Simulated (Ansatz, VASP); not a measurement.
**Two plane-wave programs on FeSi2**

```xyz
3
Lattice="2.6495 0.0000 0.0000 0.0000 2.6495 0.0000 0.0000 0.0000 5.0553" Properties=species:S:1:pos:R:3 pbc="T T T"
Fe    0.0000    0.0000    0.0000
Si    1.3248    1.3248    1.3785
Si    1.3248    1.3248    3.6768
```

Change from the starting cell: equal strain along all axes, cell held, atoms relaxed: -1.0 %.

Alike in both runs: functional PBEsol; k mesh 16 × 16 × 8; occupations gaussian, width 0.1 eV; no spin polarisation.

Ansatz relaxed the structure, and its values are those at the end. VASP's run is a single point on that final structure, the one shown.

```csv
,VASP,Ansatz
version,VASP 6.6.1,Ansatz 0.2.0
potentials or method,"VASP PAW PBE potentials, release 64 (Fe, Si), cutoff 520 eV","scalar-relativistic, plane waves, PAW"
valence electrons in the cell,16,24
```

```csv
,VASP,Ansatz,Ansatz less VASP
gap on the k mesh at the Fermi level (eV),none,none,-
pressure (GPa),6.9,6.4,-0.52
rms of the force components (eV/Å),0.011,0.000,-0.0107
```

VASP's potentials were made for PBE, not for PBEsol. A gap of «none» marks a metal or a gap that the smearing closes. VASP's potentials hold 16 valence electrons a cell and Ansatz's 24, so a difference there can come from the potentials and not from the codes. Ansatz's warnings: stress scf threshold loose.
